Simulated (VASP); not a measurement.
# MoS2 (P6_3/mmc) in VASP: further runs

MoS2 is run at these levels: PBE+D3(BJ); tasks: single point.

Program: VASP 6.6.1. These are calculated values, not measurements. Logs are shortened: lines on timing, memory, paths and dates and some standing lists are left out, and cuts for length are marked.

## (1) The cell of the first run

The structure is hexagonal, space group P6_3/mmc (No. 194). Conventional cell: a = 3.102 Å, b = 3.102 Å, c = 11.909 Å, α = 90.00°, β = 90.00°, γ = 120.00°. Within 3.2 Å of Mo (site symmetry -6m2) lie 6 S at 2.36 Å and 6 Mo at 3.10 Å. Within 3.2 Å of S (site symmetry 3m) lie 3 Mo at 2.36 Å and 7 S at 3.08 to 3.10 Å.

## (2) Single point, PBE+D3(BJ) (strain -0.015 along x and y, -0.015 along z)

The input, INCAR:

```
SYSTEM = MoS2
ALGO = Normal
EDIFF = 1E-7
ENCUT = 520
GGA = PE
ISIF = 2
ISMEAR = 0
IVDW = 12
LASPH = .TRUE.
LCHARG = .FALSE.
LREAL = .FALSE.
LWAVE = .FALSE.
NBANDS = 35
NELM = 60
PREC = Accurate
SIGMA = 0.05
```

The input, KPOINTS:

```
k-points
0
G
  12 12 4
  0 0 0
```

The input, POSCAR:

```
MoS2
1.0
    3.1021108587      0.0000000000      0.0000000000
   -1.5510554294      2.6865068090      0.0000000000
    0.0000000000      0.0000000000     11.9093925757
Mo S
2 4
Direct
    0.3333333333      0.6666666667      0.2500000000
    0.6666666667      0.3333333333      0.7500000000
    0.3333333333      0.6666666667      0.6204905688
    0.6666666667      0.3333333333      0.1204905688
    0.3333333333      0.6666666667      0.8795094312
    0.6666666667      0.3333333333      0.3795094312
```

Potentials or basis: VASP PAW PBE potentials, release 64 (Mo_sv, S).

Started as:

```bash
$ cat potpaw_PBE.64/Mo_sv/POTCAR potpaw_PBE.64/S/POTCAR > POTCAR
$ mpirun -np 1 vasp_std > vasp.out
```

OUTCAR:

```text
SYSTEM = MoS2
   EDIFF = 1E-7
   ENCUT = 520
   GGA = PE
   ISIF = 2
   ISMEAR = 0
   IVDW = 12
   LASPH = .TRUE.
   LREAL = .FALSE.
   NELM = 60
   PREC = Accurate
 IVDW          = 12

 ion  position               nearest neighbor table
   1  0.333  0.667  0.250-   4 2.36   6 2.36   4 2.36   6 2.36   4 2.36   6 2.36
   2  0.667  0.333  0.750-   3 2.36   5 2.36   3 2.36   5 2.36   3 2.36   5 2.36
   3  0.333  0.667  0.620-   2 2.36   2 2.36   2 2.36
   4  0.667  0.333  0.120-   1 2.36   1 2.36   1 2.36
   5  0.333  0.667  0.880-   2 2.36   2 2.36   2 2.36
   6  0.667  0.333  0.380-   1 2.36   1 2.36   1 2.36

  LATTYP: Found a hexagonal cell.
 ALAT       =     3.1021108587
 C/A-ratio  =     3.8391253950

  Lattice vectors:

 A1 = (   3.1021108587,   0.0000000000,   0.0000000000)
 A2 = (  -1.5510554294,   2.6865068090,   0.0000000000)
 A3 = (   0.0000000000,   0.0000000000,  11.9093925757)

Analysis of symmetry for initial positions (statically):
=====================================================================
 Subroutine PRICEL returns:
 Original cell was already a primitive cell.

 Routine SETGRP: Setting up the symmetry group for a
 hexagonal supercell.

 Subroutine GETGRP returns: Found 24 space group operations
 (whereof 12 operations were pure point group operations)
 out of a pool of 24 trial point group operations.

The static configuration has the point symmetry D_3d.
 The point group associated with its full space group is D_6h.

Analysis of symmetry for dynamics (positions and initial velocities):
=====================================================================
 Subroutine PRICEL returns:
 Original cell was already a primitive cell.

 Routine SETGRP: Setting up the symmetry group for a
 hexagonal supercell.

 Subroutine GETGRP returns: Found 24 space group operations
 (whereof 12 operations were pure point group operations)
 out of a pool of 24 trial point group operations.

The dynamic configuration has the point symmetry D_3d.
 The point group associated with its full space group is D_6h.

 Subroutine INISYM returns: Found 24 space group operations
 (whereof 12 operations are pure point group operations),
 and found     1 'primitive' translations

----------------------------------------------------------------------------------------

[... 101 lines left out ...]
   LREAL  =      F    real-space projection
   EDIFFG = 0.1E-05   stopping-criterion for IOM
   NSW    =      0    number of steps for IOM
   IBRION =     -1    ionic relax: 0-MD 1-quasi-New 2-CG
   NFREE  =      0    steps in history (QN), initial steepest desc. (CG)
   ISIF   =      2    stress and relaxation
   ISYM   =      2    0-nonsym 1-usesym 2-fastsym
   POTIM  = 0.5000    time-step for ionic-motion
   TEBEG  =    0.0;   TEEND  =   0.0 temperature during run
   PSTRESS=    0.0 pullay stress
   NELECT =      52.0000    total number of electrons
   NUPDOWN=      -1.0000    fix difference up-down
   EMIN   =  10.00;   EMAX   =-10.00  energy-range for DOS
   EFERMI =   0.00;   METHOD = LEGACY
   ISMEAR =     0;   SIGMA  =   0.05  broadening in eV -4-tet -1-fermi 0-gaus
   EFERMI_NEDOS =   21; number of points for ismear=-14 and -15
   IALGO  =     38    algorithm
   IMIX   =      4    mixing-type and parameters
     AMIX     =   0.40;   BMIX     =  1.00
     AMIX_MAG =   1.60;   BMIX_MAG =  1.00
  volume/ion in A,a.u.               =      16.54       111.63
  Fermi-wavevector in a.u.,A,eV,Ry     =   1.319768  2.494000 23.698465  1.741788
  Thomas-Fermi vector in A             =   2.449643
   LORBIT       =      0    0 simple, 1 ext, 2 COOP (PROOUT), +10 PAW based schemes
   GGA     = PE    functional components
   LHFCALC =     F    Hartree Fock is set to
   AEXX    =    0.0000 exact exchange contribution
   IVDW    =    12    specifies the selected vdW correction
   LEPSILON=     F    determine dielectric tensor
   LRPA    =     F    only Hartree local field effects (RPA)
 non-spin polarized calculation
 Gauss-broadening in eV      SIGMA  =   0.05
  energy-cutoff  :      520.00
  volume of cell :       99.25
 maximum number of plane-waves:      2704
 NGX is ok and might be reduce to    24
   NGX = 11   NGY = 11   NGZ = 45

 number of electron      52.0000003 magnetization

 Free energy of the ion-electron system (eV)
  ---------------------------------------------------
  ext. energy  EPLUGINS =         0.00000000
  ---------------------------------------------------
  free energy    TOTEN  =       -43.31520484 eV

  energy without entropy =      -43.31520484  energy(sigma->0) =      -43.31520484

 E-fermi :   8.8386     XC(G=0): -11.2422

 val. band max:        8.6161154291   @ k =   0.0000   0.0000   0.0000
 cond. band min:       9.3665758468   @ k =   0.1667   0.1667   0.0000
 fundamental gap:      0.7504604177
 Fermi energy:         8.8385568991

 k-point     1 :       0.0000    0.0000    0.0000
  band No.  band energies     occupation
      1     -52.9441      2.00000
      2     -52.9441      2.00000
      3     -27.1566      2.00000
      4     -27.1564      2.00000
      5     -26.8576      2.00000
      6     -26.8576      2.00000
[... 901 lines left out ...]
     34      12.3778      0.00000
     35      15.2152      0.00000

 [... further k-points ...]

------------------------ aborting loop because EDIFF is reached ----------------------------------------

 Edisp (eV)   -2.75031

 E8    (eV) :    -1.1089

  FORCE on cell =-STRESS in cart. coord.  units (eV):
  Direction    XX          YY          ZZ          XY          YZ          ZX
  --------------------------------------------------------------------------------------
  -------------------------------------------------------------------------------------
  Total       4.54711     4.54711     5.06819    -0.00000    -0.00000     0.00000
  in kB      73.40256    73.40256    81.81415    -0.00000    -0.00000     0.00000
  external pressure =       76.21 kB  Pullay stress =        0.00 kB

 VOLUME and BASIS-vectors are now :
 -----------------------------------------------------------------------------
  energy-cutoff  :      520.00
  volume of cell :       99.25
      direct lattice vectors                 reciprocal lattice vectors
     3.102110859  0.000000000  0.000000000     0.322361142  0.186115292  0.000000000
    -1.551055429  2.686506809  0.000000000     0.000000000  0.372230585  0.000000000
     0.000000000  0.000000000 11.909392576     0.000000000  0.000000000  0.083967339

 POSITION                                       TOTAL-FORCE (eV/Angst)
 -----------------------------------------------------------------------------------
     -0.00000      1.79100      2.97735         0.000000     -0.000000      0.000000
      1.55106      0.89550      8.93204        -0.000000      0.000000      0.000000
     -0.00000      1.79100      7.38967        -0.000000     -0.000000     -0.760392
      1.55106      0.89550      1.43497         0.000000      0.000000     -0.760392
     -0.00000      1.79100     10.47442        -0.000000     -0.000000      0.760392
      1.55106      0.89550      4.51973         0.000000     -0.000000      0.760392
 -----------------------------------------------------------------------------------
    total drift:                               -0.000000      0.000000     -0.000000

  FREE ENERGIE OF THE ION-ELECTRON SYSTEM (eV)
  ---------------------------------------------------
  free  energy   TOTEN  =       -46.0655191137 eV

  energy  without entropy=      -46.0655191137  energy(sigma->0) =      -46.06551911
```

stdout:

```text
POSCAR found type information on POSCAR MoS
 POSCAR found :  2 types and       6 ions
 scaLAPACK will be used
 LDA part: xc-table for (Slater+PW92), standard interpolation
 POSCAR, INCAR and KPOINTS ok, starting setup
 FFT: planning ... GRIDC
 FFT: planning ... GRID_SOFT
 FFT: planning ... GRID
 WAVECAR not read
 entering main loop
```

Run time: 4.3 min. Hardware: 1 thread of Intel Xeon 8259CL, shared host; peak memory 0.33 GiB.

What came out:

```yaml
Free_energy: -46.0655 eV
Pressure: 7.6 GPa
Largest_force: 0.760 eV/Å
Band_gap_on_the_k_mesh: 0.75 eV (least direct gap 1.81 eV)
Dispersion_energy_per_atom: -0.458 eV
```

Forces on the atoms (eV/Å):
```
Mo   0.000  0.000  0.000
Mo   0.000  0.000  0.000
S    0.000  0.000 -0.760
S    0.000  0.000 -0.760
S    0.000  0.000  0.760
S    0.000  0.000  0.760
```

Stress tensor (GPa, compression positive):
```
7.34 0.00 0.00
0.00 7.34 0.00
0.00 0.00 8.18
```

Levels at points of the mesh, in eV from the valence-band top:
```tsv
k point	band 24	band 25	band 26	band 27	band 28	band 29
(0.00, 0.00, 0.00)	-1.45	-1.15	0.00	2.15	2.15	2.18
(0.50, 0.00, 0.00)	-1.61	-1.58	-1.45	1.68	1.74	2.06
(0.00, 0.00, 0.50)	-2.33	-0.29	-0.29	2.15	2.15	2.15
(0.50, 0.00, 0.50)	-1.72	-1.52	-1.52	1.71	1.71	2.26
```

Caveat: the cell differs from its parent crystal (strain -0.015 along x and y, -0.015 along z); the cell stands under pressure.

## (3) Single point, PBE+D3(BJ) (strain -0.030 along x and y, +0.030 along z)

The input, INCAR:

```
SYSTEM = MoS2
PREC = Accurate
ENCUT = 520
EDIFF = 1E-7
ISMEAR = 0
SIGMA = 0.05
LREAL = .FALSE.
LASPH = .TRUE.
NELM = 100
ALGO = Normal
ISIF = 2
LWAVE = .FALSE.
LCHARG = .FALSE.
GGA = PE
IVDW = 12
NBANDS = 35
```

The input, KPOINTS:

```
regular mesh
0
G
  12 12 4
  0 0 0
```

POSCAR, as its differences from that of step 2:

```diff
@@ -2,5 +2,5 @@
 1.0
-    3.1021108587      0.0000000000      0.0000000000
-   -1.5510554294      2.6865068090      0.0000000000
-    0.0000000000      0.0000000000     11.9093925757
+    3.0548705918      0.0000000000      0.0000000000
+   -1.5274352959      2.6455955378      0.0000000000
+    0.0000000000      0.0000000000     12.4534765005
 Mo S
```

Potentials or basis: VASP PAW PBE potentials, release 64 (Mo_sv, S).

Started as:

```bash
$ cat potpaw_PBE.64/Mo_sv/POTCAR potpaw_PBE.64/S/POTCAR > POTCAR
$ mpirun -np 1 vasp_std > vasp.out
```

It took 4 min on 1 thread of Intel Xeon 8259CL, shared host; peak memory 0.33 GiB.

It converged, with:

| Quantity | Value |
| --- | --- |
| Free energy | -45.9837 eV |
| Pressure | 4.4 GPa |
| Largest force | 0.229 eV/Å |
| Band gap on the k mesh | 1.02 eV (least direct gap 2.07 eV) |
| Dispersion energy per atom | -0.452 eV |

Forces on the atoms (eV/Å):
```
Mo   0.000  0.000  0.000
Mo   0.000  0.000  0.000
S    0.000  0.000  0.229
S    0.000  0.000  0.229
S    0.000  0.000 -0.229
S    0.000  0.000 -0.229
```

Stress tensor (GPa, compression positive):
```
 8.22  0.00  0.00
 0.00  8.22  0.00
 0.00  0.00 -3.32
```

Levels at points of the mesh, in eV from the valence-band top:
| k point | band 22 | band 23 | band 24 | band 25 | band 26 | band 27 | band 28 | band 29 | band 30 | band 31 |
| --- | --- | --- | --- | --- | --- | --- | --- | --- | --- | --- |
| (0.00, 0.00, 0.00) | -1.41 | -1.41 | -1.34 | -1.21 | 0.00 | 2.76 | 2.76 | 2.80 | 2.80 | 2.81 |
| (0.50, 0.00, 0.00) | -2.48 | -1.09 | -1.06 | -1.03 | -0.81 | 2.45 | 2.49 | 2.56 | 2.99 | 3.25 |
| (0.00, 0.00, 0.50) | -1.43 | -1.43 | -1.43 | -0.31 | -0.31 | 2.76 | 2.76 | 2.76 | 2.76 | 2.91 |
| (0.50, 0.00, 0.50) | -2.63 | -1.07 | -1.07 | -0.92 | -0.92 | 2.47 | 2.47 | 2.78 | 2.78 | 3.65 |

Caveat: the cell differs from its parent crystal (strain -0.030 along x and y, +0.030 along z); the cell stands under pressure. A k mesh can miss the band edges.

## (4) Single point, PBE+D3(BJ) (strain +0.000 along x and y, -0.030 along z)

The input, INCAR:

```
SYSTEM = MoS2
  PREC = Accurate
  ENCUT = 520
  EDIFF = 1E-6
  ISMEAR = 0
  SIGMA = 0.05
  LREAL = .FALSE.
  LASPH = .TRUE.
  NELM = 80
  ALGO = Normal
  ISIF = 2
  LWAVE = .FALSE.
  LCHARG = .TRUE.
  GGA = PE
  IVDW = 12
  LELF = .TRUE.
  LVHAR = .TRUE.
  NBANDS = 35
```

The input, KPOINTS:

```
Automatic mesh
0
G
  12 12 4
  0 0 0
```

POSCAR, as its differences from that of step 3:

```diff
@@ -2,5 +2,5 @@
 1.0
-    3.0548705918      0.0000000000      0.0000000000
-   -1.5274352959      2.6455955378      0.0000000000
-    0.0000000000      0.0000000000     12.4534765005
+    3.1493511256      0.0000000000      0.0000000000
+   -1.5746755628      2.7274180802      0.0000000000
+    0.0000000000      0.0000000000     11.7280312675
 Mo S
```

Potentials or basis: VASP PAW PBE potentials, release 64 (Mo_sv, S).

Started as:

```bash
$ cat potpaw_PBE.64/Mo_sv/POTCAR potpaw_PBE.64/S/POTCAR > POTCAR
$ mpirun -np 1 vasp_std > vasp.out
```

OUTCAR:

```text
SYSTEM = MoS2
   PREC = Accurate
   ENCUT = 520
   EDIFF = 1E-6
   ISMEAR = 0
   LREAL = .FALSE.
   LASPH = .TRUE.
   NELM = 80
   ISIF = 2
   GGA = PE
   IVDW = 12
 IVDW          = 12

 ion  position               nearest neighbor table
   1  0.333  0.667  0.250-   4 2.37   6 2.37   4 2.37   6 2.37   4 2.37   6 2.37
   2  0.667  0.333  0.750-   3 2.37   5 2.37   3 2.37   5 2.37   3 2.37   5 2.37
   3  0.333  0.667  0.620-   2 2.37   2 2.37   2 2.37
   4  0.667  0.333  0.120-   1 2.37   1 2.37   1 2.37
   5  0.333  0.667  0.880-   2 2.37   2 2.37   2 2.37
   6  0.667  0.333  0.380-   1 2.37   1 2.37   1 2.37

  LATTYP: Found a hexagonal cell.
 ALAT       =     3.1493511256
 C/A-ratio  =     3.7239516331

  Lattice vectors:

 A1 = (   3.1493511256,   0.0000000000,   0.0000000000)
 A2 = (  -1.5746755628,   2.7274180802,   0.0000000000)
 A3 = (   0.0000000000,   0.0000000000,  11.7280312675)

Analysis of symmetry for initial positions (statically):
=====================================================================
 Subroutine PRICEL returns:
 Original cell was already a primitive cell.

 Routine SETGRP: Setting up the symmetry group for a
 hexagonal supercell.

 Subroutine GETGRP returns: Found 24 space group operations
[... 182 lines left out ...]

 k-point     1 :       0.0000    0.0000    0.0000
  band No.  band energies     occupation
      1     -53.1691      2.00000
      2     -53.1691      2.00000
      3     -27.3480      2.00000
      4     -27.3478      2.00000
      5     -27.1180      2.00000
      6     -27.1180      2.00000
[... 901 lines left out ...]
     34      12.1273      0.00000
     35      14.9709      0.00000

 [... further k-points ...]

------------------------ aborting loop because EDIFF is reached ----------------------------------------

 Edisp (eV)   -2.70911

 E8    (eV) :    -1.0923

  FORCE on cell =-STRESS in cart. coord.  units (eV):
  Direction    XX          YY          ZZ          XY          YZ          ZX
  --------------------------------------------------------------------------------------
  -------------------------------------------------------------------------------------
  Total       1.98018     1.98018     6.08242     0.00000     0.00000     0.00000
  in kB      31.49325    31.49325    96.73625     0.00000     0.00000     0.00000
  external pressure =       53.24 kB  Pullay stress =        0.00 kB

 VOLUME and BASIS-vectors are now :
 -----------------------------------------------------------------------------
  energy-cutoff  :      520.00
  volume of cell :      100.74
      direct lattice vectors                 reciprocal lattice vectors
     3.149351126  0.000000000  0.000000000     0.317525725  0.183323563  0.000000000
    -1.574675563  2.727418080  0.000000000     0.000000000  0.366647126  0.000000000
     0.000000000  0.000000000 11.728031268     0.000000000  0.000000000  0.085265803

 POSITION                                       TOTAL-FORCE (eV/Angst)
 -----------------------------------------------------------------------------------
     -0.00000      1.81828      2.93201         0.000000     -0.000000     -0.000000
      1.57468      0.90914      8.79602        -0.000000      0.000000     -0.000000
     -0.00000      1.81828      7.27713         0.000000     -0.000000     -0.870286
      1.57468      0.90914      1.41312        -0.000000     -0.000000     -0.870286
     -0.00000      1.81828     10.31491         0.000000     -0.000000      0.870286
      1.57468      0.90914      4.45090        -0.000000      0.000000      0.870286
 -----------------------------------------------------------------------------------
    total drift:                               -0.000000      0.000000     -0.000000

  FREE ENERGIE OF THE ION-ELECTRON SYSTEM (eV)
  ---------------------------------------------------
  free  energy   TOTEN  =       -46.0790251825 eV

  energy  without entropy=      -46.0790251825  energy(sigma->0) =      -46.07902518
```

stdout:

```text
POSCAR found type information on POSCAR MoS
 POSCAR found :  2 types and       6 ions
 scaLAPACK will be used
 LDA part: xc-table for (Slater+PW92), standard interpolation
 POSCAR, INCAR and KPOINTS ok, starting setup
 FFT: planning ... GRIDC
 FFT: planning ... GRID_SOFT
 FFT: planning ... GRID
 WAVECAR not read
 entering main loop
```

Wall time 3.8 min (1 thread of Intel Xeon 8259CL, shared host); peak memory 0.32 GiB.

Results:

| Quantity | Value |
| --- | --- |
| Free energy | -46.0790 eV |
| Pressure | 5.3 GPa |
| Largest force | 0.870 eV/Å |
| Band gap on the k mesh | 0.66 eV (least direct gap 1.61 eV) |
| Dispersion energy per atom | -0.452 eV |

Forces on the atoms (eV/Å):
```
Mo   0.000  0.000  0.000
Mo   0.000  0.000  0.000
S    0.000  0.000 -0.870
S    0.000  0.000 -0.870
S    0.000  0.000  0.870
S    0.000  0.000  0.870
```

Stress tensor (GPa, compression positive):
```
3.15 0.00 0.00
0.00 3.15 0.00
0.00 0.00 9.67
```

Caveat: the cell differs from its parent crystal (strain +0.000 along x and y, -0.030 along z); the cell stands under pressure.

## (5) Overview

```csv
cell,gap on the mesh (eV),pressure (GPa),largest force (eV/Å)
"a = 3.102, b = 3.102, c = 11.909 Å, angles 90.0, 90.0, 120.0°, 6 atoms",0.75,7.6,0.76
"a = 3.055, b = 3.055, c = 12.453 Å, angles 90.0, 90.0, 120.0°, 6 atoms",1.02,4.4,0.23
"a = 3.149, b = 3.149, c = 11.728 Å, angles 90.0, 90.0, 120.0°, 6 atoms",0.66,5.3,0.87
```

Alike in all rows: task single point; level PBE+D3(BJ); potentials or basis VASP PAW PBE potentials, release 64 (Mo_sv, S); no spin polarisation; k mesh 12 × 12 × 4; cutoff (eV) 520; smearing gaussian 0.05 eV.

Caveats: the cell stands under pressure.

Absolute energies hang on the potentials; compare differences alone.
